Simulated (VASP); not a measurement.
**ZnSe2: single point with PBEsol**

Crystal: ZnSe2.

```
CELL_PARAMETERS angstrom
6.01060 0.00000 0.00000
0.00000 6.01060 0.00000
0.00000 0.00000 6.01060
ATOMIC_POSITIONS crystal
Zn 0.50000 0.50000 0.00000
Zn 0.50000 0.00000 0.50000
Zn 0.00000 0.50000 0.50000
Zn 0.00000 0.00000 0.00000
Se 0.11258 0.88742 0.38742
Se 0.88742 0.38742 0.11258
Se 0.38742 0.11258 0.88742
Se 0.61258 0.61258 0.61258
Se 0.88742 0.11258 0.61258
Se 0.11258 0.61258 0.88742
Se 0.61258 0.88742 0.11258
Se 0.38742 0.38742 0.38742
```

| Item | Value |
| --- | --- |
| Program | VASP 6.6.1 |
| Task | single point |
| Functional | PBEsol |
| Potentials or basis | VASP PAW PBE potentials, release 64 (Zn, Se) |
| Cutoff | 500 eV |
| k mesh | 4 × 4 × 4 |
| Occupations | gaussian, width 0.02 eV |
| Spin | no spin polarisation |

| Quantity | Value |
| --- | --- |
| Pressure | 10.4 GPa |
| Largest force | 0.032 eV/Å |
| Band gap on the k mesh | 0.38 eV, direct |

Forces in eV/Å, atoms in the order of the input:
```
Zn   0.000  0.000  0.000
Zn   0.000  0.000  0.000
Zn   0.000  0.000  0.000
Zn   0.000  0.000  0.000
Se   0.018 -0.018 -0.018
Se  -0.018 -0.018  0.018
Se  -0.018  0.018 -0.018
Se   0.018  0.018  0.018
Se  -0.018  0.018  0.018
Se   0.018  0.018 -0.018
Se   0.018 -0.018  0.018
Se  -0.018 -0.018 -0.018
```

Levels at points of the mesh, in eV from the valence-band top:
| k point | band 44 | band 45 | band 46 | band 47 | band 48 | band 49 | band 50 | band 51 | band 52 | band 53 |
| --- | --- | --- | --- | --- | --- | --- | --- | --- | --- | --- |
| (0.00, 0.00, 0.00) | -1.00 | -1.00 | -1.00 | 0.00 | 0.00 | 0.38 | 2.09 | 2.24 | 2.24 | 2.24 |
| (0.50, 0.00, 0.00) | -2.53 | -1.64 | -1.64 | -0.20 | -0.20 | 1.04 | 1.04 | 1.22 | 1.22 | 3.23 |
| (0.50, 0.50, 0.00) | -2.12 | -1.78 | -1.78 | -1.78 | -1.78 | 1.08 | 1.08 | 1.08 | 1.08 | 2.94 |
| (0.50, 0.50, 0.50) | -2.84 | -2.09 | -2.09 | -2.09 | -2.09 | 0.89 | 0.89 | 0.89 | 0.89 | 3.20 |

Wall time 2.5 min on 1 thread of Intel Xeon 6975P-C, with other jobs on the host, peak memory 0.37 GiB.

Caveat: the PAW data sets were made with another functional, which shifts forces and pressure a little. A k mesh can miss the band edges.
